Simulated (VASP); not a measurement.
Write the native input for VASP 6.6.1 that does the following.

```yaml
Task: single point
Functional: LDA
Potentials_or_basis: VASP PAW LDA potentials, release 64 (Ga_d)
Cutoff: 520 eV
k_mesh: 10 × 8 × 7
Occupations: fermi-dirac, width 0.05 eV
Spin: no spin polarisation
Dipole_correction: no
Further_INCAR_settings: ALGO = Normal; EDIFF = 1e-06; NBANDS = 20
```

The structure of Ga lies in POSCAR:

```
Ga
1.0
    2.7408712373      0.0000000000      0.0000000000
    0.0000000000      3.2372572885      0.0000000000
   -1.3252743986      0.0000000000      3.9363439549
Ga
2
Direct
    0.1345962700      0.7500000000      0.7701668300
    0.8654037300      0.2500000000      0.2298331700
```

This cell differs from its parent crystal: volume scaled by 0.96.

The input as run:

INCAR

```
SYSTEM = Ga
PREC = Accurate
ENCUT = 520
EDIFF = 1E-6
ISMEAR = -1
SIGMA = 0.05
LREAL = .False.
LASPH = .True.
NELM = 60
ALGO = Normal
ISIF = 2
LWAVE = .False.
LCHARG = .True.
GGA = CA
LELF = .True.
LVHAR = .True.
NBANDS = 20
```

KPOINTS

```
Automatic mesh
0
Gamma
  10 8 7
  0 0 0
```

Potentials or basis: VASP PAW LDA potentials, release 64 (Ga_d).

Launch:

```console
$ cat potpaw_LDA.64/Ga_d/POTCAR > POTCAR
$ mpirun -np 1 vasp_std > vasp.out
```

It gave:

```yaml
Pressure: -0.4 GPa
Largest_force: 0.081 eV/Å
Band_gap_on_the_k_mesh: zero (band 13 reaches 10.25 eV, above the bottom of band 14 at 1.70 eV)
```

Wall time 26 s on 1 thread of Intel(R) Xeon(R) 6975P-C (Granite Rapids), with other jobs on the host, peak memory 0.2 GiB.
